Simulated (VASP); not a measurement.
MoS2, 3 atoms in the cell. Symmetry: P-3m1, No. 164, trigonal system. Conventional cell: a = 3.564 Å, b = 3.564 Å, c = 5.749 Å, α = 90.00°, β = 90.00°, γ = 120.00°. Mo (site symmetry -3m) has 6 S at 2.52 Å within 3.3 Å. Within 3.3 Å of S (site symmetry 3m) lie 3 Mo at 2.52 Å. 

| Property | Result |
| --- | --- |
| Program | VASP 6.6.1 |
| Task | vibrations by perturbation theory |
| Functional | PBE |
| Potentials or basis | VASP PAW PBE potentials, release 64 (Mo_sv, S) |
| Cutoff | 520 eV |
| k mesh | 9 × 9 × 5 |
| Occupations | fermi-dirac, width 0.05 eV |
| Spin | no spin polarisation |
| Dipole correction | no |
| Further INCAR settings | ALGO = Normal; EDIFF = 1e-08; NBANDS = 20; IBRION = 8; NSW = 1 |

Potentials or basis: VASP PAW PBE potentials, release 64 (Mo_sv, S).

Launch:

```console
$ cat potpaw_PBE.64/Mo_sv/POTCAR potpaw_PBE.64/S/POTCAR > POTCAR
$ mpirun -np 1 vasp_std > vasp.out
```

Hardware: 1 thread of Intel(R) Xeon(R) Platinum 8488C (Sapphire Rapids) (shared host).

Question: Estimate the wall time of this run.

Answer: Run time: 9.8 min on 1 thread of Intel(R) Xeon(R) Platinum 8488C (Sapphire Rapids), on a shared host, peak memory 0.61 GiB. Counts: scf iterations 81, k points 50.
